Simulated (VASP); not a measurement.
# Re (P6_3/mmc) in VASP: a series of runs, part 2 of 2

VASP 6.6.1. The steps go on from the part before.

### 5 Single point, BLYP+D3(BJ)

This run uses another cell than the first one, of 14.42 Å³/atom.

Input file INCAR:

```
AGGAC = 1.0 ; AGGAX = 1.0
ALDAC = 0.0 ; ALDAX = 1.0
ALGO = Normal ; EDIFF = 1E-6
ENCUT = 560 ; GGA = B5
GGA_COMPAT = False ; ISIF = 2
ISMEAR = -1 ; IVDW = 12
LASPH = True ; LCHARG = False
LREAL = False ; LWAVE = False
NBANDS = 22 ; NELM = 120
PREC = Accurate ; SIGMA = 0.05
VDW_A1 = 0.4298 ; VDW_A2 = 4.2359
VDW_S6 = 1.0 ; VDW_S8 = 2.6996
```

Input file KPOINTS:

```
k-points
0
Gamma
  11 11 6
```

Input file POSCAR:

```
Re
1.0
    2.7422705826      0.0000000000      0.0000000000
   -1.3711352913      2.3748759886      0.0000000000
    0.0000000000      0.0000000000      4.4282782931
Re
2
Direct
    0.6666666667      0.3333333333      0.7500000000
    0.3333333333      0.6666666667      0.2500000000
```

Potentials or basis: VASP PAW PBE potentials, release 64 (Re_sv_GW).

Run with:

```console
cat potpaw_PBE.64/Re_sv_GW/POTCAR > POTCAR
mpirun -np 1 vasp_std > vasp.out
```

OUTCAR:

```text
EDIFF = 1E-6
   ENCUT = 560
   GGA = B5
   ISIF = 2
   ISMEAR = -1
   IVDW = 12
   LASPH = True
   LREAL = False
   NELM = 120
   PREC = Accurate
 IVDW          = 12

 ion  position               nearest neighbor table
   1  0.667  0.333  0.750-   2 2.72   2 2.72   2 2.72   2 2.72   2 2.72   2 2.72
   2  0.333  0.667  0.250-   1 2.72   1 2.72   1 2.72   1 2.72   1 2.72   1 2.72

  LATTYP: Found a hexagonal cell.
 ALAT       =     2.7422705826
 C/A-ratio  =     1.6148217908

  Lattice vectors:

 A1 = (   2.7422705826,   0.0000000000,   0.0000000000)
 A2 = (  -1.3711352913,   2.3748759886,   0.0000000000)
 A3 = (   0.0000000000,   0.0000000000,   4.4282782931)

Analysis of symmetry for initial positions (statically):
=====================================================================
 Subroutine PRICEL returns:
 Original cell was already a primitive cell.

 Routine SETGRP: Setting up the symmetry group for a
 hexagonal supercell.

 Subroutine GETGRP returns: Found 24 space group operations
 (whereof 12 operations were pure point group operations)
 out of a pool of 24 trial point group operations.

The static configuration has the point symmetry D_3d.
 The point group associated with its full space group is D_6h.

Analysis of symmetry for dynamics (positions and initial velocities):
=====================================================================
 Subroutine PRICEL returns:
 Original cell was already a primitive cell.

 Routine SETGRP: Setting up the symmetry group for a
 hexagonal supercell.

 Subroutine GETGRP returns: Found 24 space group operations
 (whereof 12 operations were pure point group operations)
 out of a pool of 24 trial point group operations.

The dynamic configuration has the point symmetry D_3d.
 The point group associated with its full space group is D_6h.

 Subroutine INISYM returns: Found 24 space group operations
 (whereof 12 operations are pure point group operations),
 and found     1 'primitive' translations

[... 110 lines left out ...]
   EFERMI_NEDOS =   21; number of points for ismear=-14 and -15
   IALGO  =     38    algorithm
   IMIX   =      4    mixing-type and parameters
     AMIX     =   0.40;   BMIX     =  1.00
     AMIX_MAG =   1.60;   BMIX_MAG =  1.00
  volume/ion in A,a.u.               =      14.42        97.31
  Fermi-wavevector in a.u.,A,eV,Ry     =   1.658771  3.134623 37.436736  2.751522
  Thomas-Fermi vector in A             =   2.746295
   LORBIT       =      0    0 simple, 1 ext, 2 COOP (PROOUT), +10 PAW based schemes
   GGA     = B5    functional components
   LHFCALC =     F    Hartree Fock is set to
   AEXX    =    0.0000 exact exchange contribution
   IVDW    =    12    specifies the selected vdW correction
   LEPSILON=     F    determine dielectric tensor
   LRPA    =     F    only Hartree local field effects (RPA)
 non-spin polarized calculation
  energy-cutoff  :      560.00
  volume of cell :       28.84
 maximum number of plane-waves:       882
 NGX is ok and might be reduce to    24
   NGX = 11   NGY = 11   NGZ = 17

 number of electron      30.0000003 magnetization

 Free energy of the ion-electron system (eV)
  ---------------------------------------------------
  ext. energy  EPLUGINS =         0.00000000
  ---------------------------------------------------
  free energy    TOTEN  =       -24.66397027 eV

  energy without entropy =      -24.65189767  energy(sigma->0) =      -24.65793397

 E-fermi :  14.0184     XC(G=0): -13.6627

 val. band max:       14.0130962721   @ k =   0.4545   0.0909   0.1667
 cond. band min:      14.0588202693   @ k =   0.0000   0.0000   0.1667
 fundamental gap:      0.0457239972
 Fermi energy:        14.0184106025

 k-point     1 :       0.0000    0.0000    0.0000
  band No.  band energies     occupation
      1     -65.4628      2.00000
      2     -65.3246      2.00000
      3     -28.2478      2.00000
      4     -27.1078      2.00000
      5     -27.1078      2.00000
      6     -26.9176      2.00000
[... 589 lines left out ...]
     21      25.4124      0.00000
     22      30.1186      0.00000

 [... further k-points ...]

------------------------ aborting loop because EDIFF is reached ----------------------------------------

 Edisp (eV)   -3.25558

 E8    (eV) :    -2.5506

  FORCE on cell =-STRESS in cart. coord.  units (eV):
  Direction    XX          YY          ZZ          XY          YZ          ZX
  --------------------------------------------------------------------------------------
  -------------------------------------------------------------------------------------
  Total       1.78174     1.78174     1.62049    -0.00000     0.00000     0.00000
  in kB      98.98496    98.98496    90.02660    -0.00000     0.00000     0.00000
  external pressure =       96.00 kB  Pullay stress =        0.00 kB

 VOLUME and BASIS-vectors are now :
 -----------------------------------------------------------------------------
  energy-cutoff  :      560.00
  volume of cell :       28.84
      direct lattice vectors                 reciprocal lattice vectors
     2.742270583  0.000000000  0.000000000     0.364661316  0.210537309  0.000000000
    -1.371135291  2.374875989  0.000000000     0.000000000  0.421074618  0.000000000
     0.000000000  0.000000000  4.428278293     0.000000000  0.000000000  0.225821399

 POSITION                                       TOTAL-FORCE (eV/Angst)
 -----------------------------------------------------------------------------------
      1.37114      0.79163      3.32121        -0.000000      0.000000      0.000000
     -0.00000      1.58325      1.10707         0.000000     -0.000000      0.000000
 -----------------------------------------------------------------------------------
    total drift:                               -0.000000      0.000000     -0.000000

  FREE ENERGIE OF THE ION-ELECTRON SYSTEM (eV)
  ---------------------------------------------------
  free  energy   TOTEN  =       -27.9195489694 eV

  energy  without entropy=      -27.9074763686  energy(sigma->0) =      -27.91351267
```

OSZICAR:

```text
N       E                     dE             d eps       ncg     rms          rms(c)
DAV:   1     0.298798422512E+03    0.29880E+03   -0.21765E+04  2856   0.152E+03
DAV:   2    -0.135222132172E+02   -0.31232E+03   -0.30128E+03  3466   0.442E+02
DAV:   3    -0.263839452693E+02   -0.12862E+02   -0.12760E+02  3446   0.840E+01
DAV:   4    -0.265991642531E+02   -0.21522E+00   -0.21520E+00  3108   0.102E+01
DAV:   5    -0.266041588028E+02   -0.49945E-02   -0.49945E-02  3506   0.137E+00    0.609E+02
DAV:   6    -0.249151199871E+02    0.16890E+01   -0.26269E+00  3068   0.123E+01    0.196E+02
DAV:   7    -0.246635098680E+02    0.25161E+00   -0.81710E-01  3344   0.643E+00    0.149E+01
DAV:   8    -0.246637166951E+02   -0.20683E-03   -0.68884E-03  3086   0.886E-01    0.297E+00
DAV:   9    -0.246638768247E+02   -0.16013E-03   -0.52445E-03  3338   0.736E-01    0.144E+00
DAV:  10    -0.246639549889E+02   -0.78164E-04   -0.11423E-04  3176   0.102E-01    0.567E-01
DAV:  11    -0.246639684909E+02   -0.13502E-04   -0.14612E-05  3296   0.339E-02    0.377E-01
DAV:  12    -0.246639698911E+02   -0.14003E-05   -0.43045E-06  3086   0.183E-02    0.114E-01
DAV:  13    -0.246639702676E+02   -0.37648E-06   -0.13228E-07  1666   0.345E-03
   1 F= -.27919549E+02 E0= -.27913513E+02  d E =-.120726E-01
```

Run time: 47 s. Hardware: 1 thread of AMD EPYC 9R45 (Zen 5), shared host; peak memory 0.16 GiB.

What came out:

```
Free energy                : -27.9195 eV
Pressure                   : 9.6 GPa
Band gap on the k mesh     : zero (bands 15 and 16 overlap by 3.49 eV)
Dispersion energy per atom : -1.628 eV
```

Caveat: the cell stands under pressure; the dispersion term is far too large for a dense solid, which distorts pressure and volume; the PAW data sets were made with another functional, which shifts forces and pressure a little; spin-orbit coupling is left out, which moves the levels of the heavy elements.

### 6 Single point, BLYP+D3(BJ)

This run uses another cell than the first one, of 13.83 Å³/atom.

Input file INCAR:

```
PREC = Accurate
ENCUT = 560
EDIFF = 1E-6
ISMEAR = -1
SIGMA = 0.05
LREAL = False
LASPH = True
NELM = 120
ALGO = Normal
ISIF = 2
LWAVE = False
LCHARG = False
GGA = B5
ALDAX = 1.0
AGGAX = 1.0
AGGAC = 1.0
ALDAC = 0.0
IVDW = 12
VDW_S6 = 1.0
VDW_S8 = 2.6996
VDW_A1 = 0.4298
VDW_A2 = 4.2359
NBANDS = 22
GGA_COMPAT = False
```

Input file KPOINTS:

```
regular mesh
0
Gamma
  11 11 6
```

Input file POSCAR:

```
Re
1.0
    2.7044413289      0.0000000000      0.0000000000
   -1.3522206645      2.3421148939      0.0000000000
    0.0000000000      0.0000000000      4.3671907899
Re
2
Direct
    0.6666666667      0.3333333333      0.7500000000
    0.3333333333      0.6666666667      0.2500000000
```

Potentials or basis: VASP PAW PBE potentials, release 64 (Re_sv_GW).

Run with:

```console
cat potpaw_PBE.64/Re_sv_GW/POTCAR > POTCAR
mpirun -np 1 vasp_std > vasp.out
```

OUTCAR:

```text
PREC = Accurate
   ENCUT = 560
   EDIFF = 1E-6
   ISMEAR = -1
   LREAL = False
   LASPH = True
   NELM = 120
   ISIF = 2
   GGA = B5
   IVDW = 12
 IVDW          = 12

 ion  position               nearest neighbor table
   1  0.667  0.333  0.750-   2 2.68   2 2.68   2 2.68   2 2.68   2 2.68   2 2.68
   2  0.333  0.667  0.250-   1 2.68   1 2.68   1 2.68   1 2.68   1 2.68   1 2.68

  LATTYP: Found a hexagonal cell.
 ALAT       =     2.7044413289
 C/A-ratio  =     1.6148217908

[... 790 lines left out ...]

------------------------ aborting loop because EDIFF is reached ----------------------------------------

 Edisp (eV)   -3.39919

 E8    (eV) :    -2.6636

  FORCE on cell =-STRESS in cart. coord.  units (eV):
  Direction    XX          YY          ZZ          XY          YZ          ZX
  --------------------------------------------------------------------------------------
  -------------------------------------------------------------------------------------
  Total       4.93771     4.93771     4.81303    -0.00000     0.00000     0.00000
  in kB     285.98845   285.98845   278.76713    -0.00000     0.00000     0.00000
  external pressure =      283.58 kB  Pullay stress =        0.00 kB

 VOLUME and BASIS-vectors are now :
 -----------------------------------------------------------------------------
  energy-cutoff  :      560.00
  volume of cell :       27.66
      direct lattice vectors                 reciprocal lattice vectors
     2.704441329  0.000000000  0.000000000     0.369762135  0.213482268  0.000000000
    -1.352220664  2.342114894  0.000000000     0.000000000  0.426964536  0.000000000
     0.000000000  0.000000000  4.367190790     0.000000000  0.000000000  0.228980150

 POSITION                                       TOTAL-FORCE (eV/Angst)
 -----------------------------------------------------------------------------------
      1.35222      0.78070      3.27539         0.000000     -0.000000      0.000000
     -0.00000      1.56141      1.09180        -0.000000      0.000000      0.000000
 -----------------------------------------------------------------------------------
    total drift:                               -0.000000      0.000000     -0.000000

  FREE ENERGIE OF THE ION-ELECTRON SYSTEM (eV)
  ---------------------------------------------------
  free  energy   TOTEN  =       -27.7731281472 eV

  energy  without entropy=      -27.7624833927  energy(sigma->0) =      -27.76780577
```

Wall time 23 s (1 thread of Intel Xeon 6975P-C (Granite Rapids), shared host); peak memory 0.19 GiB.

Results:

* Free energy: -27.7731 eV
* Pressure: 28.4 GPa
* Band gap on the k mesh: zero (bands 15 and 16 overlap by 3.77 eV)
* Dispersion energy per atom: -1.700 eV

Levels at points of the mesh, in eV from the Fermi level:
```tsv
k point	band 13	band 14	band 15	band 16	band 17	band 18
(0.00, 0.00, 0.00)	-1.83	-0.92	-0.92	0.08	0.08	1.10
(0.00, 0.00, 0.50)	-1.97	-1.97	-1.97	-1.97	2.67	2.67
```

Caveat: the cell stands under pressure; the dispersion term is far too large for a dense solid, which distorts pressure and volume; the PAW data sets were made with another functional, which shifts forces and pressure a little; spin-orbit coupling is left out, which moves the levels of the heavy elements.

### 7 Overview

```tsv
level	potentials or basis	spin	cell	k mesh	cutoff (eV)	gap on the mesh (eV)	pressure (GPa)
LDA	VASP PAW LDA potentials, release 64 (Re)	non-collinear, zero start, SOC	a = 2.761, b = 2.761, c = 4.458 Å, angles 90.0, 90.0, 120.0°, 2 atoms	8 × 8 × 5	520	-	-8.2
BLYP	VASP PAW PBE potentials, release 64 (Re_sv_GW)	off	a = 2.761, b = 2.761, c = 4.458 Å, angles 90.0, 90.0, 120.0°, 2 atoms	6 × 6 × 4	560	none	20.8
BLYP+D3(BJ)	VASP PAW PBE potentials, release 64 (Re_sv_GW)	off	a = 2.779, b = 2.779, c = 4.488 Å, angles 90.0, 90.0, 120.0°, 2 atoms	11 × 11 × 6	560	none	-5.5
BLYP+D3(BJ)	VASP PAW PBE potentials, release 64 (Re_sv_GW)	off	a = 2.742, b = 2.742, c = 4.428 Å, angles 90.0, 90.0, 120.0°, 2 atoms	11 × 11 × 6	560	none	9.6
BLYP+D3(BJ)	VASP PAW PBE potentials, release 64 (Re_sv_GW)	off	a = 2.704, b = 2.704, c = 4.367 Å, angles 90.0, 90.0, 120.0°, 2 atoms	11 × 11 × 6	560	none	28.4
```

Alike in all rows: task single point; smearing fermi-dirac 0.05 eV.

Caveats: some runs use coarse meshes; the PAW data sets were made with another functional, which shifts forces and pressure a little (at least some runs); spin-orbit coupling is left out, which moves the levels of the heavy elements (at least some runs); the dispersion term is far too large for a dense solid, which distorts pressure and volume (at least some runs); the cell stands under tension (at least some runs); the cell stands under pressure (at least some runs).

Absolute energies hang on the potentials; compare differences alone.

The gap in the log of VASP goes by the Fermi energy; the results here count the filled bands.